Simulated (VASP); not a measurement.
# ZnS (F-43m) in VASP: notebook

The runs below take ZnS through single point, relaxation of cell and atoms, with PBE, PBE+D3(BJ).

All numbers are computed with VASP 6.6.1; they aren't measurements. Logs are shortened: lines on timing, memory, paths and dates and some standing lists are left out, and cuts for length are marked.

**Experimental background.**

“Electronic, vibrational, and thermodynamic properties of ZnS (zincblende and rocksalt structure)”, 2009, arxiv:0911.5022 quotes, for a bulk crystal of ZnS at 19 K: band gap 3.85 eV (direct).

How close the calculation comes is told below.

**1. The cell of the first run**

The structure is cubic, space group F-43m (No. 216). Conventional cell: a = 5.404 Å, b = 5.404 Å, c = 5.404 Å, α = 90.00°, β = 90.00°, γ = 90.00°. Zn (site symmetry -43m) has 4 S at 2.34 Å within 3.1 Å. S (site symmetry -43m) has 4 Zn at 2.34 Å within 3.1 Å.

**2. Single point, PBE**

The input, INCAR:

```
SYSTEM = ZnS
PREC = Accurate
ENCUT = 520
EDIFF = 1E-6
ISMEAR = -1
SIGMA = 0.02
LREAL = .FALSE.
LASPH = .TRUE.
NELM = 80
ALGO = Normal
ISIF = 2
LWAVE = .FALSE.
LCHARG = .FALSE.
GGA = PE
NBANDS = 16
```

The input, KPOINTS:

```
Automatic mesh
0
G
  6 6 6
  0 0 0
```

The input, POSCAR:

```
ZnS
1.0
    0.0000000000      2.7020000000      2.7020000000
    2.7020000000      0.0000000000      2.7020000000
    2.7020000000      2.7020000000      0.0000000000
Zn S
1 1
Direct
    0.7500000000      0.7500000000      0.7500000000
    0.0000000000      0.0000000000      0.0000000000
```

Potentials or basis: VASP PAW PBE potentials, release 64 (Zn, S).

Run with:

```sh
> cat potpaw_PBE.64/Zn/POTCAR potpaw_PBE.64/S/POTCAR > POTCAR
> mpirun -np 1 vasp_std > vasp.out
```

OUTCAR:

```text
SYSTEM = ZnS
   PREC = Accurate
   ENCUT = 520
   EDIFF = 1E-6
   ISMEAR = -1
   LREAL = .FALSE.
   LASPH = .TRUE.
   NELM = 80
   ISIF = 2
   GGA = PE

 ion  position               nearest neighbor table
   1  0.750  0.750  0.750-   2 2.34   2 2.34   2 2.34   2 2.34
   2  0.000  0.000  0.000-   1 2.34   1 2.34   1 2.34   1 2.34

  LATTYP: Found a face centered cubic cell.
 ALAT       =     5.4040000000

  Lattice vectors:

 A1 = (   0.0000000000,   2.7020000000,   2.7020000000)
 A2 = (   2.7020000000,   0.0000000000,   2.7020000000)
 A3 = (   2.7020000000,   2.7020000000,   0.0000000000)

Analysis of symmetry for initial positions (statically):
=====================================================================
 Subroutine PRICEL returns:
 Original cell was already a primitive cell.

 Routine SETGRP: Setting up the symmetry group for a
 face centered cubic supercell.

 Subroutine GETGRP returns: Found 24 space group operations
 (whereof 24 operations were pure point group operations)
 out of a pool of 48 trial point group operations.

The static configuration has the point symmetry T_d .

Analysis of symmetry for dynamics (positions and initial velocities):
=====================================================================
 Subroutine PRICEL returns:
 Original cell was already a primitive cell.

 Routine SETGRP: Setting up the symmetry group for a
 face centered cubic supercell.

 Subroutine GETGRP returns: Found 24 space group operations
 (whereof 24 operations were pure point group operations)
 out of a pool of 48 trial point group operations.

The dynamic configuration has the point symmetry T_d .

 Subroutine INISYM returns: Found 24 space group operations
 (whereof 24 operations are pure point group operations),
 and found     1 'primitive' translations

----------------------------------------------------------------------------------------

                                     Primitive cell

  volume of cell :      39.4535

  direct lattice vectors                    reciprocal lattice vectors
     0.000000000  2.702000000  2.702000000    -0.185048113  0.185048113  0.185048113
     2.702000000  0.000000000  2.702000000     0.185048113 -0.185048113  0.185048113
     2.702000000  2.702000000  0.000000000     0.185048113  0.185048113 -0.185048113

  length of vectors
     3.821205046  3.821205046  3.821205046     0.320512733  0.320512733  0.320512733

  position of ions in fractional coordinates (direct lattice)
     0.750000000  0.750000000  0.750000000
     0.000000000  0.000000000  0.000000000

  ion indices of the primitive-cell ions
   primitive index   ion index
                 1           1
                 2           2

----------------------------------------------------------------------------------------

 KPOINTS: Automatic mesh

Automatic generation of k-mesh.
 Grid dimensions read from file:
 generate k-points for:    6    6    6

 Generating k-lattice:

  Cartesian coordinates                     Fractional coordinates (reciprocal lattice)
    -0.030841352  0.030841352  0.030841352     0.166666667  0.000000000  0.000000000
     0.030841352 -0.030841352  0.030841352     0.000000000  0.166666667  0.000000000
     0.030841352  0.030841352 -0.030841352     0.000000000  0.000000000  0.166666667

  Length of vectors
     0.053418789  0.053418789  0.053418789

  Shift w.r.t. Gamma in fractional coordinates (k-lattice)
     0.000000000  0.000000000  0.000000000

 Subroutine IBZKPT returns following result:
 ===========================================

 Found     16 irreducible k-points:

 Following reciprocal coordinates:
            Coordinates               Weight
  0.000000  0.000000  0.000000      1.000000
  0.166667  0.000000  0.000000      8.000000
  0.333333  0.000000  0.000000      8.000000
  0.500000  0.000000  0.000000      4.000000
  0.166667  0.166667  0.000000      6.000000
  0.333333  0.166667  0.000000     24.000000
[... 8 lines left out ...]
 -0.333333  0.333333  0.166667     24.000000
 -0.333333  0.500000  0.166667     12.000000
   k-points           NKPTS =     16   k-points in BZ     NKDIM =     16   number of bands    NBANDS=     16
   number of dos      NEDOS =    301   number of ions     NIONS =      2
   total plane-waves  NPLWV =  21952
   dimension x,y,z NGX =    28 NGY =   28 NGZ =   28
   dimension x,y,z NGXF=    56 NGYF=   56 NGZF=   56
   ions per type =               1   1
   NGX,Y,Z   is equivalent  to a cutoff of  12.18, 12.18, 12.18 a.u.
   NGXF,Y,Z  is equivalent  to a cutoff of  24.36, 24.36, 24.36 a.u.
 SYSTEM =  ZnS
   PREC   = accura    normal or accurate (medium, high low for compatibility)
   ISTART =      0    job   : 0-new  1-cont  2-samecut
   ICHARG =      2    charge: 1-file 2-atom 10-const
   ISPIN  =      1    spin polarized calculation?
   LNONCOLLINEAR =      F non collinear calculations
   LSORBIT =      F    spin-orbit coupling
   LASPH  =      T    aspherical Exc in radial PAW
   ENCUT  =  520.0 eV  38.22 Ry    6.18 a.u.   7.10  7.10  7.10*2*pi/ulx,y,z
   NELM   =     80;   NELMIN=  2; NELMDL= -5     # of ELM steps
   EDIFF  = 0.1E-05   stopping-criterion for ELM
   LREAL  =      F    real-space projection
   EDIFFG = 0.1E-04   stopping-criterion for IOM
   NSW    =      0    number of steps for IOM
   IBRION =     -1    ionic relax: 0-MD 1-quasi-New 2-CG
   NFREE  =      0    steps in history (QN), initial steepest desc. (CG)
   ISIF   =      2    stress and relaxation
   ISYM   =      2    0-nonsym 1-usesym 2-fastsym
   POTIM  = 0.5000    time-step for ionic-motion
   TEBEG  =    0.0;   TEEND  =   0.0 temperature during run
   PSTRESS=    0.0 pullay stress
   NELECT =      18.0000    total number of electrons
   NUPDOWN=      -1.0000    fix difference up-down
   EMIN   =  10.00;   EMAX   =-10.00  energy-range for DOS
   EFERMI =   0.00;   METHOD = LEGACY
   ISMEAR =    -1;   SIGMA  =   0.02  broadening in eV -4-tet -1-fermi 0-gaus
   EFERMI_NEDOS =   21; number of points for ismear=-14 and -15
   IALGO  =     38    algorithm
   IMIX   =      4    mixing-type and parameters
     AMIX     =   0.40;   BMIX     =  1.00
     AMIX_MAG =   1.60;   BMIX_MAG =  1.00
  volume/ion in A,a.u.               =      19.73       133.12
  Fermi-wavevector in a.u.,A,eV,Ry     =   1.260290  2.381602 21.610537  1.588330
  Thomas-Fermi vector in A             =   2.393807
   LORBIT       =      0    0 simple, 1 ext, 2 COOP (PROOUT), +10 PAW based schemes
   GGA     = PE    functional components
   LHFCALC =     F    Hartree Fock is set to
   AEXX    =    0.0000 exact exchange contribution
   IVDW    =     0    specifies the selected vdW correction
   LEPSILON=     F    determine dielectric tensor
   LRPA    =     F    only Hartree local field effects (RPA)
 non-spin polarized calculation
  energy-cutoff  :      520.00
  volume of cell :       39.45
 maximum number of plane-waves:      1073
   NGX = 15   NGY = 15   NGZ = 15

 number of electron      18.0000000 magnetization

 Free energy of the ion-electron system (eV)
  ---------------------------------------------------
  ext. energy  EPLUGINS =         0.00000000
  ---------------------------------------------------
  free energy    TOTEN  =        -6.84419331 eV

  energy without entropy =       -6.84419331  energy(sigma->0) =       -6.84419331

 E-fermi :   2.5520     XC(G=0):  -9.6293

 val. band max:        2.1091880611   @ k =   0.0000   0.0000   0.0000
 cond. band min:       4.2224050802   @ k =   0.0000   0.0000   0.0000
 fundamental gap:      2.1132170191
 Fermi energy:         2.5519656687

 k-point     1 :       0.0000    0.0000    0.0000
  band No.  band energies     occupation
      1     -11.0309      2.00000
      2      -4.2318      2.00000
      3      -4.2318      2.00000
      4      -4.2318      2.00000
      5      -3.7339      2.00000
      6      -3.7339      2.00000
[... 8 lines left out ...]
     15      13.8710      0.00000
     16      13.9787      0.00000

 k-point     2 :       0.1667    0.0000    0.0000
  band No.  band energies     occupation
      1     -10.8284      2.00000
      2      -4.2245      2.00000
      3      -4.1966      2.00000
      4      -4.1965      2.00000
      5      -3.7358      2.00000
      6      -3.7358      2.00000
[... 8 lines left out ...]
     15      13.0851      0.00000
     16      14.8124      0.00000

 k-point     3 :       0.3333    0.0000    0.0000
  band No.  band energies     occupation
      1     -10.3693      2.00000
      2      -4.1378      2.00000
      3      -4.1378      2.00000
      4      -4.0672      2.00000
      5      -3.7221      2.00000
      6      -3.7221      2.00000
[... 8 lines left out ...]
     15      13.6947      0.00000
     16      13.9757      0.00000

 k-point     4 :       0.5000    0.0000    0.0000
  band No.  band energies     occupation
      1     -10.1036      2.00000
      2      -4.1169      2.00000
      3      -4.1169      2.00000
      4      -3.7035      2.00000
      5      -3.7035      2.00000
      6      -3.5311      2.00000
[... 8 lines left out ...]
     15      15.5166      0.00000
     16      15.5166      0.00000
[... 172 lines left out ...]
 k-point    14 :       0.5000    0.3333    0.1667
  band No.  band energies     occupation
      1     -10.0508      2.00000
      2      -4.1392      2.00000
      3      -4.0524      2.00000
      4      -3.9351      2.00000
      5      -3.7108      2.00000
      6      -3.6586      2.00000
[... 8 lines left out ...]
     15      16.0630      0.00000
     16      16.6795      0.00000

 k-point    15 :      -0.3333    0.3333    0.1667
  band No.  band energies     occupation
      1      -9.8700      2.00000
      2      -4.0988      2.00000
      3      -4.0110      2.00000
      4      -3.7864      2.00000
      5      -3.7437      2.00000
      6      -3.4208      2.00000
[... 8 lines left out ...]
     15      15.8508      0.00000
     16      16.5339      0.00000

 k-point    16 :      -0.3333    0.5000    0.1667
  band No.  band energies     occupation
      1      -9.7871      2.00000
      2      -4.1400      2.00000
      3      -3.9379      2.00000
      4      -3.8501      2.00000
      5      -3.7108      2.00000
      6      -3.3796      2.00000
[... 8 lines left out ...]
     15      16.0174      0.00000
     16      16.9651      0.00000

------------------------ aborting loop because EDIFF is reached ----------------------------------------

  FORCE on cell =-STRESS in cart. coord.  units (eV):
  Direction    XX          YY          ZZ          XY          YZ          ZX
  --------------------------------------------------------------------------------------
  -------------------------------------------------------------------------------------
  Total        0.4369589      0.4369589      0.4369589      0.0000000      0.0000000     -0.0000000
  in kB       17.7445578     17.7445578     17.7445578      0.0000000      0.0000000     -0.0000000
  external PRESSURE =      17.7445578 kB  Pullay stress =       0.0000000 kB

 VOLUME and BASIS-vectors are now :
 -----------------------------------------------------------------------------
  energy-cutoff  :      520.00
  volume of cell :       39.45
      direct lattice vectors                 reciprocal lattice vectors
     0.000000000  2.702000000  2.702000000    -0.185048113  0.185048113  0.185048113
     2.702000000  0.000000000  2.702000000     0.185048113 -0.185048113  0.185048113
     2.702000000  2.702000000  0.000000000     0.185048113  0.185048113 -0.185048113

 POSITION                                       TOTAL-FORCE (eV/Angst)
 -----------------------------------------------------------------------------------
      4.05300      4.05300      4.05300        -0.000000     -0.000000      0.000000
      0.00000      0.00000      0.00000         0.000000      0.000000     -0.000000
 -----------------------------------------------------------------------------------
    total drift:                                0.000001      0.000001      0.000001

  FREE ENERGIE OF THE ION-ELECTRON SYSTEM (eV)
  ---------------------------------------------------
  free  energy   TOTEN  =        -6.8441933102 eV

  energy  without entropy=       -6.8441933102  energy(sigma->0) =       -6.84419331
```

Run time: 4.5 s. Hardware: 1 thread of Intel Xeon 6975P-C (Granite Rapids), shared host; peak memory 0.14 GiB.

What came out:

| Property | Result |
| --- | --- |
| Free energy | -6.8442 eV |
| Pressure | 1.8 GPa |
| Band gap on the k mesh | 2.11 eV, direct |

[end of part 1 of 2]
